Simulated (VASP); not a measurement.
# Ti (P6/mmm) in VASP: single point with PBE

Aim: the single point of Ti with PBE.

Program: VASP 6.6.1. These are calculated values, not measurements. Logs are shortened: lines on timing, memory, paths and dates and some standing lists are left out, and cuts for length are marked.

## 1. The cell of the first run

It takes space group P6/mmm (No. 191, hexagonal). Conventional cell: a = 4.579 Å, b = 4.579 Å, c = 2.832 Å, α = 90.00°, β = 90.00°, γ = 120.00°. Ti (site symmetry 6/mmm) has 14 Ti at 2.83 to 3.00 Å within 3.7 Å. Ti (site symmetry -6m2) has 11 Ti at 2.64 to 3.00 Å within 3.5 Å.

## 2. Single point, PBE

Input file INCAR:

```
SYSTEM = Ti
ALGO = Fast ; EDIFF = 1E-6
ENCUT = 520 ; GGA = PE
ISIF = 2 ; ISMEAR = 0
LASPH = .True. ; LCHARG = .True.
LELF = .True. ; LREAL = .False.
LVHAR = .True. ; LWAVE = .False.
NBANDS = 25 ; NELM = 100
PREC = Accurate ; SIGMA = 0.1
```

Input file KPOINTS:

```
k-points
0
Gamma
  12 12 14
  0 0 0
```

Input file POSCAR:

```
Ti
1.0
    4.5793473381      0.0000000000      0.0000000000
   -2.2896736690      3.9658311275      0.0000000000
    0.0000000000      0.0000000000      2.8319727881
Ti
3
Direct
    0.0000000000      0.0000000000      0.0000000000
    0.3333333333      0.6666666667      0.5000000000
    0.6666666667      0.3333333333      0.5000000000
```

Potentials or basis: VASP PAW PBE potentials, release 64 (Ti_sv).

On the command line:

```bash
> cat potpaw_PBE.64/Ti_sv/POTCAR > POTCAR
> mpirun -np 1 vasp_std > vasp.out
```

OUTCAR:

```text
SYSTEM = Ti
   EDIFF = 1E-6
   ENCUT = 520
   GGA = PE
   ISIF = 2
   ISMEAR = 0
   LASPH = .True.
   LREAL = .False.
   NELM = 100
   PREC = Accurate

 ion  position               nearest neighbor table
   1  0.000  0.000  0.000-
   2  0.333  0.667  0.500-   3 2.64   3 2.64   3 2.64
   3  0.667  0.333  0.500-   2 2.64   2 2.64   2 2.64

  LATTYP: Found a hexagonal cell.
 ALAT       =     4.5793473381
 C/A-ratio  =     0.6184227967

  Lattice vectors:

 A1 = (   4.5793473381,   0.0000000000,   0.0000000000)
 A2 = (  -2.2896736690,   3.9658311275,   0.0000000000)
 A3 = (   0.0000000000,   0.0000000000,   2.8319727881)

Analysis of symmetry for initial positions (statically):
=====================================================================
 Subroutine PRICEL returns:
 Original cell was already a primitive cell.

 Routine SETGRP: Setting up the symmetry group for a
 hexagonal supercell.

 Subroutine GETGRP returns: Found 24 space group operations
 (whereof 24 operations were pure point group operations)
 out of a pool of 24 trial point group operations.

The static configuration has the point symmetry D_6h.

Analysis of symmetry for dynamics (positions and initial velocities):
=====================================================================
 Subroutine PRICEL returns:
 Original cell was already a primitive cell.

 Routine SETGRP: Setting up the symmetry group for a
 hexagonal supercell.

 Subroutine GETGRP returns: Found 24 space group operations
 (whereof 24 operations were pure point group operations)
 out of a pool of 24 trial point group operations.

The dynamic configuration has the point symmetry D_6h.

 Subroutine INISYM returns: Found 24 space group operations
 (whereof 24 operations are pure point group operations),
 and found     1 'primitive' translations

----------------------------------------------------------------------------------------

                                     Primitive cell

  volume of cell :      51.4312

  direct lattice vectors                    reciprocal lattice vectors
     4.579347338  0.000000000  0.000000000     0.218371730  0.126076977  0.000000000
    -2.289673669  3.965831127  0.000000000     0.000000000  0.252153954  0.000000000
     0.000000000  0.000000000  2.831972788     0.000000000  0.000000000  0.353110738

  length of vectors
     4.579347338  4.579347338  2.831972788     0.252153954  0.252153954  0.353110738

  position of ions in fractional coordinates (direct lattice)
     0.000000000  0.000000000  0.000000000
     0.333333333  0.666666667  0.500000000
     0.666666667  0.333333333  0.500000000

  ion indices of the primitive-cell ions
   primitive index   ion index
                 1           1
                 2           2
                 3           3

----------------------------------------------------------------------------------------

 KPOINTS: k-points

Automatic generation of k-mesh.
 Grid dimensions read from file:
 generate k-points for:   12   12   14

 Generating k-lattice:

  Cartesian coordinates                     Fractional coordinates (reciprocal lattice)
     0.018197644  0.010506415  0.000000000     0.083333333 -0.000000000  0.000000000
     0.000000000  0.021012830  0.000000000     0.000000000  0.083333333  0.000000000
     0.000000000  0.000000000  0.025222196     0.000000000  0.000000000  0.071428571

  Length of vectors
     0.021012830  0.021012830  0.025222196

  Shift w.r.t. Gamma in fractional coordinates (k-lattice)
     0.000000000  0.000000000  0.000000000

 Subroutine IBZKPT returns following result:
 ===========================================

 Found    152 irreducible k-points:

 Following reciprocal coordinates:
            Coordinates               Weight
  0.000000  0.000000  0.000000      1.000000
  0.083333  0.000000  0.000000      6.000000
  0.166667  0.000000  0.000000      6.000000
  0.250000  0.000000  0.000000      6.000000
  0.333333  0.000000  0.000000      6.000000
  0.416667  0.000000  0.000000      6.000000
[... 16 lines left out ...]
  0.250000  0.000000  0.071429     12.000000
  0.333333  0.000000  0.071429     12.000000
 [... further k-points ...]
   k-points           NKPTS =    152   k-points in BZ     NKDIM =    152   number of bands    NBANDS=     25
   number of dos      NEDOS =    301   number of ions     NIONS =      3
   total plane-waves  NPLWV =  31104
   dimension x,y,z NGX =    36 NGY =   36 NGZ =   24
   dimension x,y,z NGXF=    72 NGYF=   72 NGZF=   48
   ions per type =               3
   NGX,Y,Z   is equivalent  to a cutoff of  13.07, 13.07, 14.09 a.u.
   NGXF,Y,Z  is equivalent  to a cutoff of  26.14, 26.14, 28.18 a.u.
 SYSTEM =  Ti
   PREC   = accura    normal or accurate (medium, high low for compatibility)
   ISTART =      0    job   : 0-new  1-cont  2-samecut
   ICHARG =      2    charge: 1-file 2-atom 10-const
   ISPIN  =      1    spin polarized calculation?
   LNONCOLLINEAR =      F non collinear calculations
   LSORBIT =      F    spin-orbit coupling
   LASPH  =      T    aspherical Exc in radial PAW
   ENCUT  =  520.0 eV  38.22 Ry    6.18 a.u.   8.51  8.51  5.27*2*pi/ulx,y,z
   NELM   =    100;   NELMIN=  2; NELMDL= -5     # of ELM steps
   EDIFF  = 0.1E-05   stopping-criterion for ELM
   LREAL  =      F    real-space projection
   EDIFFG = 0.1E-04   stopping-criterion for IOM
   NSW    =      0    number of steps for IOM
   IBRION =     -1    ionic relax: 0-MD 1-quasi-New 2-CG
   NFREE  =      0    steps in history (QN), initial steepest desc. (CG)
   ISIF   =      2    stress and relaxation
   ISYM   =      2    0-nonsym 1-usesym 2-fastsym
   POTIM  = 0.5000    time-step for ionic-motion
   TEBEG  =    0.0;   TEEND  =   0.0 temperature during run
   PSTRESS=    0.0 pullay stress
   NELECT =      36.0000    total number of electrons
   NUPDOWN=      -1.0000    fix difference up-down
   EMIN   =  10.00;   EMAX   =-10.00  energy-range for DOS
   EFERMI =   0.00;   METHOD = LEGACY
   ISMEAR =     0;   SIGMA  =   0.10  broadening in eV -4-tet -1-fermi 0-gaus
   EFERMI_NEDOS =   21; number of points for ismear=-14 and -15
   IALGO  =     68    algorithm
   IMIX   =      4    mixing-type and parameters
     AMIX     =   0.40;   BMIX     =  1.00
     AMIX_MAG =   1.60;   BMIX_MAG =  1.00
  volume/ion in A,a.u.               =      17.14       115.69
  Fermi-wavevector in a.u.,A,eV,Ry     =   1.453561  2.746833 28.746942  2.112841
  Thomas-Fermi vector in A             =   2.570814
   LORBIT       =      0    0 simple, 1 ext, 2 COOP (PROOUT), +10 PAW based schemes
   GGA     = PE    functional components
   LHFCALC =     F    Hartree Fock is set to
   AEXX    =    0.0000 exact exchange contribution
   IVDW    =     0    specifies the selected vdW correction
   LEPSILON=     F    determine dielectric tensor
   LRPA    =     F    only Hartree local field effects (RPA)
 non-spin polarized calculation
 RMM-DIIS sequential band-by-band and
 Gauss-broadening in eV      SIGMA  =   0.10
  energy-cutoff  :      520.00
  volume of cell :       51.43
 maximum number of plane-waves:      1420
 NGX is ok and might be reduce to    36
   NGX = 17   NGY = 17   NGZ = 11

 number of electron      35.9999985 magnetization

 Free energy of the ion-electron system (eV)
  ---------------------------------------------------
  ext. energy  EPLUGINS =         0.00000000
  ---------------------------------------------------
  free energy    TOTEN  =       -23.52899316 eV

  energy without entropy =      -23.51545398  energy(sigma->0) =      -23.52222357

 E-fermi :   8.3584     XC(G=0): -11.5592

 val. band max:        8.3576846719   @ k =   0.2500   0.1667   0.0000
 cond. band min:       8.3670792910   @ k =   0.2500   0.2500   0.0000
 fundamental gap:      0.0093946191
 Fermi energy:         8.3584388022

 k-point     1 :       0.0000    0.0000    0.0000
  band No.  band energies     occupation
      1     -48.5358      2.00000
      2     -48.2706      2.00000
      3     -48.1077      2.00000
      4     -24.8484      2.00000
      5     -24.8484      2.00000
      6     -24.7324      2.00000
[... 17 lines left out ...]
     24      10.2388      0.00000
     25      10.2702      0.00000

 k-point     2 :       0.0833    0.0000    0.0000
  band No.  band energies     occupation
      1     -48.5349      2.00000
      2     -48.2689      2.00000
      3     -48.1104      2.00000
      4     -24.8695      2.00000
      5     -24.8650      2.00000
      6     -24.7110      2.00000
[... 17 lines left out ...]
     24      10.0087      0.00000
     25      10.4742      0.00000

 k-point     3 :       0.1667    0.0000    0.0000
  band No.  band energies     occupation
      1     -48.5325      2.00000
      2     -48.2637      2.00000
      3     -48.1183      2.00000
      4     -24.9092      2.00000
      5     -24.8851      2.00000
      6     -24.6705      2.00000
[... 17 lines left out ...]
     24       9.8865      0.00000
     25      10.7783      0.00000

 k-point     4 :       0.2500    0.0000    0.0000
  band No.  band energies     occupation
      1     -48.5293      2.00000
      2     -48.2551      2.00000
      3     -48.1305      2.00000
      4     -24.9478      2.00000
      5     -24.8872      2.00000
      6     -24.6308      2.00000
[... 17 lines left out ...]
     24      10.1300      0.00000
     25      10.9657      0.00000

 k-point     5 :       0.3333    0.0000    0.0000
  band No.  band energies     occupation
      1     -48.5262      2.00000
      2     -48.2437      2.00000
      3     -48.1453      2.00000
      4     -24.9785      2.00000
      5     -24.8686      2.00000
      6     -24.5989      2.00000
[... 17 lines left out ...]
     24      10.4397      0.00000
     25      11.0146      0.00000

 k-point     6 :       0.4167    0.0000    0.0000
  band No.  band energies     occupation
      1     -48.5240      2.00000
      2     -48.2320      2.00000
      3     -48.1594      2.00000
      4     -24.9981      2.00000
      5     -24.8386      2.00000
      6     -24.5921      2.00000
[... 17 lines left out ...]
     24      10.6551      0.00000
     25      10.7776      0.00000
[... 393 lines left out ...]
 k-point    21 :       0.0833    0.0000    0.0714
  band No.  band energies     occupation
      1     -48.5317      2.00000
      2     -48.2667      2.00000
      3     -48.1079      2.00000
      4     -24.8642      2.00000
      5     -24.8600      2.00000
      6     -24.7087      2.00000
[... 17 lines left out ...]
     24      10.0132      0.00000
     25      10.5310      0.00000

 k-point    22 :       0.1667    0.0000    0.0714
  band No.  band energies     occupation
      1     -48.5294      2.00000
      2     -48.2614      2.00000
      3     -48.1157      2.00000
      4     -24.9030      2.00000
      5     -24.8801      2.00000
      6     -24.6695      2.00000
[... 17 lines left out ...]
     24       9.9235      0.00000
     25      10.8105      0.00000

 k-point    23 :       0.2500    0.0000    0.0714
  band No.  band energies     occupation
      1     -48.5264      2.00000
      2     -48.2526      2.00000
      3     -48.1279      2.00000
      4     -24.9408      2.00000
      5     -24.8827      2.00000
      6     -24.6312      2.00000
[... 17 lines left out ...]
     24      10.1130      0.00000
     25      11.0598      0.00000

 k-point    24 :       0.3333    0.0000    0.0714
  band No.  band energies     occupation
      1     -48.5234      2.00000
      2     -48.2412      2.00000
      3     -48.1427      2.00000
      4     -24.9710      2.00000
      5     -24.8654      2.00000
      6     -24.6005      2.00000
[... 17 lines left out ...]
     24      10.4191      0.00000
     25      10.9902      0.00000

 [... further k-points ...]

------------------------ aborting loop because EDIFF is reached ----------------------------------------

  FORCE on cell =-STRESS in cart. coord.  units (eV):
  Direction    XX          YY          ZZ          XY          YZ          ZX
  --------------------------------------------------------------------------------------
  -------------------------------------------------------------------------------------
  Total       -0.1074639     -0.1074639     -0.1193971     -0.0000000      0.0000000      0.0000000
  in kB       -3.3476996     -3.3476996     -3.7194404     -0.0000000      0.0000000      0.0000000
  external PRESSURE =      -3.4716132 kB  Pullay stress =       0.0000000 kB

 VOLUME and BASIS-vectors are now :
 -----------------------------------------------------------------------------
  energy-cutoff  :      520.00
  volume of cell :       51.43
      direct lattice vectors                 reciprocal lattice vectors
     4.579347338  0.000000000  0.000000000     0.218371730  0.126076977  0.000000000
    -2.289673669  3.965831127  0.000000000     0.000000000  0.252153954  0.000000000
     0.000000000  0.000000000  2.831972788     0.000000000  0.000000000  0.353110738

 POSITION                                       TOTAL-FORCE (eV/Angst)
 -----------------------------------------------------------------------------------
      0.00000      0.00000      0.00000         0.000000     -0.000000      0.000000
     -0.00000      2.64389      1.41599        -0.000000     -0.000000     -0.000000
      2.28967      1.32194      1.41599         0.000000      0.000000      0.000000
 -----------------------------------------------------------------------------------
    total drift:                                0.000000      0.000000     -0.000000

  FREE ENERGIE OF THE ION-ELECTRON SYSTEM (eV)
  ---------------------------------------------------
  free  energy   TOTEN  =       -23.5289931550 eV

  energy  without entropy=      -23.5154539777  energy(sigma->0) =      -23.52222357
```

It took 5.9 min on 1 thread of Intel Xeon Platinum 8559C (Emerald Rapids), shared host; peak memory 0.28 GiB.

Results:

| Property | Result |
| --- | --- |
| Free energy | -23.5290 eV |
| Pressure | -0.3 GPa |
| Band gap on the k mesh | zero (band 18 reaches 8.55 eV, above the bottom of band 19 at 8.30 eV) |

Levels at points of the mesh, in eV from the Fermi level:
```
           k point  band 14  band 15  band 16  band 17  band 18  band 19  band 20  band 21  band 22  band 23
(0.00, 0.00, 0.00)    -1.93    -0.71    -0.71    -0.61    -0.61    -0.03     0.68     1.29     1.29     1.81
(0.50, 0.00, 0.00)    -3.57    -2.61    -0.40    -0.38    -0.35     0.06     0.53     1.04     1.10     1.91
(0.00, 0.00, 0.50)    -2.07    -2.07    -1.73    -1.61    -1.61     1.06     1.06     1.25     1.25     2.93
(0.50, 0.00, 0.50)    -2.10    -1.68    -1.16    -0.68    -0.63     0.36     0.81     0.92     1.04     2.22
```
